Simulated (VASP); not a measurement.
# C (Fd-3m) in VASP: settings compared

C is run at these levels: PBEsol, PBEsol+D3(BJ); tasks: single point.

Program: VASP 6.6.1. These are calculated values, not measurements. Logs are shortened: lines on timing, memory, paths and dates and some standing lists are left out, and cuts for length are marked.

**1. The cell of the first run**

The structure is cubic, space group Fd-3m (No. 227). Conventional cell: a = 3.541 Å, b = 3.541 Å, c = 3.541 Å, α = 90.00°, β = 90.00°, γ = 90.00°. Within 2.0 Å of C (site symmetry -43m) lie 4 C at 1.53 Å.

**2. Single point, PBEsol**

Input file INCAR:

```
SYSTEM = C
ALGO = Normal
EDIFF = 1E-6
ENCUT = 1300
GGA = PS
GGA_COMPAT = .FALSE.
ISIF = 2
ISMEAR = -1
LASPH = .TRUE.
LCHARG = .FALSE.
LREAL = .FALSE.
LWAVE = .FALSE.
NBANDS = 11
NELM = 120
PREC = Accurate
SIGMA = 0.05
```

Input file KPOINTS:

```
k-points
0
G
  13 13 13
  0 0 0
```

Input file POSCAR:

```
C
1.0
    0.0000000000      1.7704611759      1.7704611759
    1.7704611759      0.0000000000      1.7704611759
    1.7704611759      1.7704611759      0.0000000000
C
2
Direct
    0.7500000000      0.7500000000      0.7500000000
    0.5000000000      0.5000000000      0.5000000000
```

Potentials or basis: VASP PAW PBE potentials, release 64 (C_h).

Launch:

```sh
> cat potpaw_PBE.64/C_h/POTCAR > POTCAR
> mpirun -np 1 vasp_std > vasp.out
```

OUTCAR:

```text
SYSTEM = C
   EDIFF = 1E-6
   ENCUT = 1300
   GGA = PS
   ISIF = 2
   ISMEAR = -1
   LASPH = .TRUE.
   LREAL = .FALSE.
   NELM = 120
   PREC = Accurate

 ion  position               nearest neighbor table
   1  0.750  0.750  0.750-
   2  0.500  0.500  0.500-

  LATTYP: Found a face centered cubic cell.
 ALAT       =     3.5409223518

  Lattice vectors:

 A1 = (   0.0000000000,   1.7704611759,   1.7704611759)
 A2 = (   1.7704611759,   0.0000000000,   1.7704611759)
 A3 = (   1.7704611759,   1.7704611759,   0.0000000000)

Analysis of symmetry for initial positions (statically):
=====================================================================
 Subroutine PRICEL returns:
 Original cell was already a primitive cell.

 Routine SETGRP: Setting up the symmetry group for a
 face centered cubic supercell.

 Subroutine GETGRP returns: Found 48 space group operations
 (whereof 24 operations were pure point group operations)
 out of a pool of 48 trial point group operations.

The static configuration has the point symmetry T_d .
 The point group associated with its full space group is O_h .

Analysis of symmetry for dynamics (positions and initial velocities):
=====================================================================
 Subroutine PRICEL returns:
 Original cell was already a primitive cell.

 Routine SETGRP: Setting up the symmetry group for a
 face centered cubic supercell.

 Subroutine GETGRP returns: Found 48 space group operations
 (whereof 24 operations were pure point group operations)
 out of a pool of 48 trial point group operations.

The dynamic configuration has the point symmetry T_d .
 The point group associated with its full space group is O_h .

 Subroutine INISYM returns: Found 48 space group operations
 (whereof 24 operations are pure point group operations),
 and found     1 'primitive' translations

----------------------------------------------------------------------------------------

                                     Primitive cell

  volume of cell :      11.0991

  direct lattice vectors                    reciprocal lattice vectors
     0.000000000  1.770461176  1.770461176    -0.282412293  0.282412293  0.282412293
     1.770461176  0.000000000  1.770461176     0.282412293 -0.282412293  0.282412293
     1.770461176  1.770461176  0.000000000     0.282412293  0.282412293 -0.282412293

  length of vectors
     2.503810207  2.503810207  2.503810207     0.489152440  0.489152440  0.489152440

  position of ions in fractional coordinates (direct lattice)
     0.750000000  0.750000000  0.750000000
     0.500000000  0.500000000  0.500000000

  ion indices of the primitive-cell ions
   primitive index   ion index
                 1           1
                 2           2

----------------------------------------------------------------------------------------

 KPOINTS: k-points

Automatic generation of k-mesh.
 Grid dimensions read from file:
 generate k-points for:   13   13   13

 Generating k-lattice:

  Cartesian coordinates                     Fractional coordinates (reciprocal lattice)
    -0.021724023  0.021724023  0.021724023     0.076923077  0.000000000  0.000000000
     0.021724023 -0.021724023  0.021724023     0.000000000  0.076923077  0.000000000
     0.021724023  0.021724023 -0.021724023     0.000000000  0.000000000  0.076923077

  Length of vectors
     0.037627111  0.037627111  0.037627111

  Shift w.r.t. Gamma in fractional coordinates (k-lattice)
     0.000000000  0.000000000  0.000000000

 Subroutine IBZKPT returns following result:
 ===========================================

 Found     84 irreducible k-points:

 Following reciprocal coordinates:
            Coordinates               Weight
  0.000000  0.000000  0.000000      1.000000
  0.076923  0.000000  0.000000      8.000000
  0.153846  0.000000  0.000000      8.000000
  0.230769  0.000000  0.000000      8.000000
  0.307692  0.000000  0.000000      8.000000
  0.384615  0.000000  0.000000      8.000000
[... 16 lines left out ...]
  0.384615  0.153846  0.000000     24.000000
  0.461538  0.153846  0.000000     24.000000
 [... further k-points ...]
   k-points           NKPTS =     84   k-points in BZ     NKDIM =     84   number of bands    NBANDS=     11
   number of dos      NEDOS =    301   number of ions     NIONS =      2
   total plane-waves  NPLWV =  27000
   dimension x,y,z NGX =    30 NGY =   30 NGZ =   30
   dimension x,y,z NGXF=    60 NGYF=   60 NGZF=   60
   ions per type =               2
   NGX,Y,Z   is equivalent  to a cutoff of  19.92, 19.92, 19.92 a.u.
   NGXF,Y,Z  is equivalent  to a cutoff of  39.84, 39.84, 39.84 a.u.
 SYSTEM =  C
   PREC   = accura    normal or accurate (medium, high low for compatibility)
   ISTART =      0    job   : 0-new  1-cont  2-samecut
   ICHARG =      2    charge: 1-file 2-atom 10-const
   ISPIN  =      1    spin polarized calculation?
   LNONCOLLINEAR =      F non collinear calculations
   LSORBIT =      F    spin-orbit coupling
   LASPH  =      T    aspherical Exc in radial PAW
   ENCUT  = 1300.0 eV  95.55 Ry    9.77 a.u.   7.36  7.36  7.36*2*pi/ulx,y,z
   NELM   =    120;   NELMIN=  2; NELMDL= -5     # of ELM steps
   EDIFF  = 0.1E-05   stopping-criterion for ELM
   LREAL  =      F    real-space projection
   EDIFFG = 0.1E-04   stopping-criterion for IOM
   NSW    =      0    number of steps for IOM
   IBRION =     -1    ionic relax: 0-MD 1-quasi-New 2-CG
   NFREE  =      0    steps in history (QN), initial steepest desc. (CG)
   ISIF   =      2    stress and relaxation
   ISYM   =      2    0-nonsym 1-usesym 2-fastsym
   POTIM  = 0.5000    time-step for ionic-motion
   TEBEG  =    0.0;   TEEND  =   0.0 temperature during run
   PSTRESS=    0.0 pullay stress
   NELECT =       8.0000    total number of electrons
   NUPDOWN=      -1.0000    fix difference up-down
   EMIN   =  10.00;   EMAX   =-10.00  energy-range for DOS
   EFERMI =   0.00;   METHOD = LEGACY
   ISMEAR =    -1;   SIGMA  =   0.05  broadening in eV -4-tet -1-fermi 0-gaus
   EFERMI_NEDOS =   21; number of points for ismear=-14 and -15
   IALGO  =     38    algorithm
   IMIX   =      4    mixing-type and parameters
     AMIX     =   0.40;   BMIX     =  1.00
     AMIX_MAG =   1.60;   BMIX_MAG =  1.00
  volume/ion in A,a.u.               =       5.55        37.45
  Fermi-wavevector in a.u.,A,eV,Ry     =   1.467828  2.773792 29.314000  2.154518
  Thomas-Fermi vector in A             =   2.583399
   LORBIT       =      0    0 simple, 1 ext, 2 COOP (PROOUT), +10 PAW based schemes
   GGA     = PS    functional components
   LHFCALC =     F    Hartree Fock is set to
   AEXX    =    0.0000 exact exchange contribution
   IVDW    =     0    specifies the selected vdW correction
   LEPSILON=     F    determine dielectric tensor
   LRPA    =     F    only Hartree local field effects (RPA)
 non-spin polarized calculation
  energy-cutoff  :     1300.00
  volume of cell :       11.10
 maximum number of plane-waves:      1243
 NGX is ok and might be reduce to    30
   NGX = 15   NGY = 15   NGZ = 15

 number of electron       8.0000000 magnetization

 Free energy of the ion-electron system (eV)
  ---------------------------------------------------
  ext. energy  EPLUGINS =         0.00000000
  ---------------------------------------------------
  free energy    TOTEN  =       -19.27514546 eV

  energy without entropy =      -19.27514546  energy(sigma->0) =      -19.27514546

 E-fermi :  12.1221     XC(G=0): -13.6838

 val. band max:       11.2621967769   @ k =   0.0000   0.0000   0.0000
 cond. band min:      15.3266574721   @ k =   0.3846   0.3846   0.0000
 fundamental gap:      4.0644606952
 Fermi energy:        12.1221002128

 k-point     1 :       0.0000    0.0000    0.0000
  band No.  band energies     occupation
      1     -10.5515      2.00000
      2      11.2622      2.00000
      3      11.2622      2.00000
      4      11.2622      2.00000
      5      16.8670      0.00000
      6      16.8670      0.00000
      7      16.8670      0.00000
      8      25.1364      0.00000
      9      30.5087      0.00000
     10      37.9397      0.00000
     11      37.9397      0.00000

 k-point     2 :       0.0769    0.0000    0.0000
  band No.  band energies     occupation
      1     -10.3848      2.00000
      2      10.1714      2.00000
      3      10.9744      2.00000
      4      10.9744      2.00000
      5      17.2435      0.00000
      6      17.2435      0.00000
      7      17.5220      0.00000
      8      25.2536      0.00000
      9      30.7915      0.00000
     10      35.8579      0.00000
     11      35.8579      0.00000

 k-point     3 :       0.1538    0.0000    0.0000
  band No.  band energies     occupation
      1      -9.8862      2.00000
      2       7.8572      2.00000
      3      10.3280      2.00000
      4      10.3280      2.00000
      5      18.0914      0.00000
      6      18.0914      0.00000
      7      18.6001      0.00000
      8      25.5893      0.00000
      9      31.4203      0.00000
     10      34.2374      0.00000
     11      34.2374      0.00000

 k-point     4 :       0.2308    0.0000    0.0000
  band No.  band energies     occupation
      1      -9.0611      2.00000
      2       5.2082      2.00000
      3       9.6312      2.00000
      4       9.6312      2.00000
      5      18.9385      0.00000
      6      18.9385      0.00000
      7      19.4261      0.00000
      8      26.0680      0.00000
      9      31.9043      0.00000
     10      33.6243      0.00000
     11      33.6243      0.00000
[... 239 lines left out ...]
 k-point    22 :       0.3077    0.1538    0.0000
  band No.  band energies     occupation
      1      -8.1337      2.00000
      2       4.5596      2.00000
      3       7.5926      2.00000
      4       8.2495      2.00000
      5      17.2270      0.00000
      6      21.8018      0.00000
      7      21.8372      0.00000
      8      23.4108      0.00000
      9      32.1189      0.00000
     10      32.8476      0.00000
     11      37.9539      0.00000

 k-point    23 :       0.3846    0.1538    0.0000
  band No.  band energies     occupation
      1      -6.9047      2.00000
      2       2.0953      2.00000
      3       7.2925      2.00000
      4       7.4613      2.00000
      5      17.9074      0.00000
      6      22.0893      0.00000
      7      22.2155      0.00000
      8      23.9663      0.00000
      9      32.5327      0.00000
     10      33.4426      0.00000
     11      38.3561      0.00000

 k-point    24 :       0.4615    0.1538    0.0000
  band No.  band energies     occupation
      1      -5.4287      2.00000
      2      -0.2031      2.00000
      3       6.7460      2.00000
      4       7.2557      2.00000
      5      18.3254      0.00000
      6      21.9417      0.00000
      7      22.4108      0.00000
      8      25.2573      0.00000
      9      31.9008      0.00000
     10      34.8154      0.00000
     11      38.4712      0.00000

 [... further k-points ...]
[... 5 lines left out ...]
  --------------------------------------------------------------------------------------
  -------------------------------------------------------------------------------------
  Total        0.3564626      0.3564626      0.3564626      0.0000000      0.0000000     -0.0000000
  in kB       51.4559195     51.4559195     51.4559195      0.0000000      0.0000000     -0.0000000
  external PRESSURE =      51.4559195 kB  Pullay stress =       0.0000000 kB

 VOLUME and BASIS-vectors are now :
 -----------------------------------------------------------------------------
  energy-cutoff  :     1300.00
  volume of cell :       11.10
      direct lattice vectors                 reciprocal lattice vectors
     0.000000000  1.770461176  1.770461176    -0.282412293  0.282412293  0.282412293
     1.770461176  0.000000000  1.770461176     0.282412293 -0.282412293  0.282412293
     1.770461176  1.770461176  0.000000000     0.282412293  0.282412293 -0.282412293

 POSITION                                       TOTAL-FORCE (eV/Angst)
 -----------------------------------------------------------------------------------
      2.65569      2.65569      2.65569        -0.000000     -0.000000     -0.000000
      1.77046      1.77046      1.77046         0.000000      0.000000      0.000000
 -----------------------------------------------------------------------------------
    total drift:                                0.000000     -0.000000     -0.000000

  FREE ENERGIE OF THE ION-ELECTRON SYSTEM (eV)
  ---------------------------------------------------
  free  energy   TOTEN  =       -19.2751454633 eV

  energy  without entropy=      -19.2751454632  energy(sigma->0) =      -19.27514546
```

Wall time 24 s (1 thread of Intel Xeon Platinum 8375C at 2.90GHz (Ice Lake), shared host); peak memory 0.17 GiB.

Results:

```yaml
Free_energy: -19.2751 eV
Pressure: 5.1 GPa
Band_gap_on_the_k_mesh: 4.06 eV (least direct gap 5.60 eV)
```

Levels at points of the mesh, in eV from the valence-band top:
| k point | band 1 | band 2 | band 3 | band 4 | band 5 | band 6 | band 7 | band 8 |
| --- | --- | --- | --- | --- | --- | --- | --- | --- |
| (0.00, 0.00, 0.00) | -21.81 | 0.00 | 0.00 | 0.00 | 5.60 | 5.60 | 5.60 | 13.87 |

Caveat: the cell stands under pressure; the PAW data sets were made with another functional, which shifts forces and pressure a little; an odd mesh through Γ misses points on the zone boundary, where band edges can lie.

**3. Single point, PBEsol**

This run uses another cell than the first one, of 5.59 Å³/atom.

Input file INCAR:

```
ALGO = Normal
EDIFF = 1E-6
ENCUT = 1300
GGA = PS
GGA_COMPAT = False
ISIF = 2
ISMEAR = -1
LASPH = True
LCHARG = False
LREAL = False
LWAVE = False
NBANDS = 11
NELM = 120
PREC = Accurate
SIGMA = 0.05
```

Input file KPOINTS:

```
k-points
0
Gamma
  13 13 13
```

Input file POSCAR:

```
C
1.0
    0.0000000000      1.7742973728      1.7742973728
    1.7742973728      0.0000000000      1.7742973728
    1.7742973728      1.7742973728      0.0000000000
C
2
Direct
    0.7500000000      0.7500000000      0.7500000000
    0.5000000000      0.5000000000      0.5000000000
```

Potentials or basis: VASP PAW PBE potentials, release 64 (C_h).

Launch:

```sh
> cat potpaw_PBE.64/C_h/POTCAR > POTCAR
> mpirun -np 1 vasp_std > vasp.out
```

OUTCAR:

```text
EDIFF = 1E-6
   ENCUT = 1300
   GGA = PS
   ISIF = 2
   ISMEAR = -1
   LASPH = True
   LREAL = False
   NELM = 120
   PREC = Accurate

 ion  position               nearest neighbor table
   1  0.750  0.750  0.750-
   2  0.500  0.500  0.500-

  LATTYP: Found a face centered cubic cell.
 ALAT       =     3.5485947456

  Lattice vectors:

 A1 = (   0.0000000000,   1.7742973728,   1.7742973728)
 A2 = (   1.7742973728,   0.0000000000,   1.7742973728)
 A3 = (   1.7742973728,   1.7742973728,   0.0000000000)

Analysis of symmetry for initial positions (statically):
=====================================================================
 Subroutine PRICEL returns:
 Original cell was already a primitive cell.

 Routine SETGRP: Setting up the symmetry group for a
 face centered cubic supercell.

 Subroutine GETGRP returns: Found 48 space group operations
 (whereof 24 operations were pure point group operations)
 out of a pool of 48 trial point group operations.

The static configuration has the point symmetry T_d .
 The point group associated with its full space group is O_h .

Analysis of symmetry for dynamics (positions and initial velocities):
=====================================================================
 Subroutine PRICEL returns:
 Original cell was already a primitive cell.

 Routine SETGRP: Setting up the symmetry group for a
 face centered cubic supercell.

 Subroutine GETGRP returns: Found 48 space group operations
 (whereof 24 operations were pure point group operations)
 out of a pool of 48 trial point group operations.

The dynamic configuration has the point symmetry T_d .
 The point group associated with its full space group is O_h .

 Subroutine INISYM returns: Found 48 space group operations
 (whereof 24 operations are pure point group operations),
 and found     1 'primitive' translations

----------------------------------------------------------------------------------------

                                     Primitive cell
[... 113 lines left out ...]
  Fermi-wavevector in a.u.,A,eV,Ry     =   1.464654  2.767795 29.187378  2.145212
  Thomas-Fermi vector in A             =   2.580604
   LORBIT       =      0    0 simple, 1 ext, 2 COOP (PROOUT), +10 PAW based schemes
   GGA     = PS    functional components
   LHFCALC =     F    Hartree Fock is set to
   AEXX    =    0.0000 exact exchange contribution
   IVDW    =     0    specifies the selected vdW correction
   LEPSILON=     F    determine dielectric tensor
   LRPA    =     F    only Hartree local field effects (RPA)
 non-spin polarized calculation
  energy-cutoff  :     1300.00
  volume of cell :       11.17
 maximum number of plane-waves:      1243
 NGX is ok and might be reduce to    30
   NGX = 15   NGY = 15   NGZ = 15

 number of electron       8.0000000 magnetization

 Free energy of the ion-electron system (eV)
  ---------------------------------------------------
  ext. energy  EPLUGINS =         0.00000000
  ---------------------------------------------------
  free energy    TOTEN  =       -19.27689963 eV

  energy without entropy =      -19.27689963  energy(sigma->0) =      -19.27689963

 E-fermi :  12.0236     XC(G=0): -13.6508

 val. band max:       11.1590849701   @ k =   0.0000   0.0000   0.0000
 cond. band min:      15.2091063208   @ k =   0.3846   0.3846   0.0000
 fundamental gap:      4.0500213507
 Fermi energy:        12.0236113769

 k-point     1 :       0.0000    0.0000    0.0000
  band No.  band energies     occupation
      1     -10.5663      2.00000
      2      11.1591      2.00000
      3      11.1591      2.00000
      4      11.1591      2.00000
      5      16.7460      0.00000
      6      16.7460      0.00000
      7      16.7460      0.00000
      8      24.8835      0.00000
      9      30.3205      0.00000
     10      37.7642      0.00000
     11      37.7642      0.00000
[... 309 lines left out ...]
 k-point    24 :       0.4615    0.1538    0.0000
  band No.  band energies     occupation
      1      -5.4690      2.00000
      2      -0.2527      2.00000
      3       6.6638      2.00000
      4       7.1776      2.00000
      5      18.1976      0.00000
      6      21.7939      0.00000
      7      22.2259      0.00000
      8      25.0914      0.00000
      9      31.7171      0.00000
     10      34.5900      0.00000
     11      38.2728      0.00000

 [... further k-points ...]
[... 5 lines left out ...]
  --------------------------------------------------------------------------------------
  -------------------------------------------------------------------------------------
  Total        0.1486811      0.1486811      0.1486811     -0.0000000     -0.0000000      0.0000000
  in kB       21.3234400     21.3234400     21.3234400     -0.0000000     -0.0000000      0.0000000
  external PRESSURE =      21.3234400 kB  Pullay stress =       0.0000000 kB

 VOLUME and BASIS-vectors are now :
 -----------------------------------------------------------------------------
  energy-cutoff  :     1300.00
  volume of cell :       11.17
      direct lattice vectors                 reciprocal lattice vectors
     0.000000000  1.774297373  1.774297373    -0.281801691  0.281801691  0.281801691
     1.774297373  0.000000000  1.774297373     0.281801691 -0.281801691  0.281801691
     1.774297373  1.774297373  0.000000000     0.281801691  0.281801691 -0.281801691

 POSITION                                       TOTAL-FORCE (eV/Angst)
 -----------------------------------------------------------------------------------
      2.66145      2.66145      2.66145        -0.000000     -0.000000     -0.000000
      1.77430      1.77430      1.77430         0.000000      0.000000      0.000000
 -----------------------------------------------------------------------------------
    total drift:                                0.000000     -0.000000     -0.000000

  FREE ENERGIE OF THE ION-ELECTRON SYSTEM (eV)
  ---------------------------------------------------
  free  energy   TOTEN  =       -19.2768996308 eV

  energy  without entropy=      -19.2768996307  energy(sigma->0) =      -19.27689963
```

Wall time 26 s (1 thread of AMD EPYC 7R13 (Zen 3), shared host); peak memory 0.15 GiB.

What came out:

```yaml
Free_energy: -19.2769 eV
Pressure: 2.1 GPa
Band_gap_on_the_k_mesh: 4.05 eV (least direct gap 5.59 eV)
```

Levels at points of the mesh, in eV from the valence-band top:
```csv
k point,band 1,band 2,band 3,band 4,band 5,band 6,band 7,band 8,band 9
"(0.00, 0.00, 0.00)",-21.73,0.00,0.00,0.00,5.59,5.59,5.59,13.72,19.16
```

Caveat: the PAW data sets were made with another functional, which shifts forces and pressure a little; an odd mesh through Γ misses points on the zone boundary, where band edges can lie.

(Part 1 of 2 ends here.)
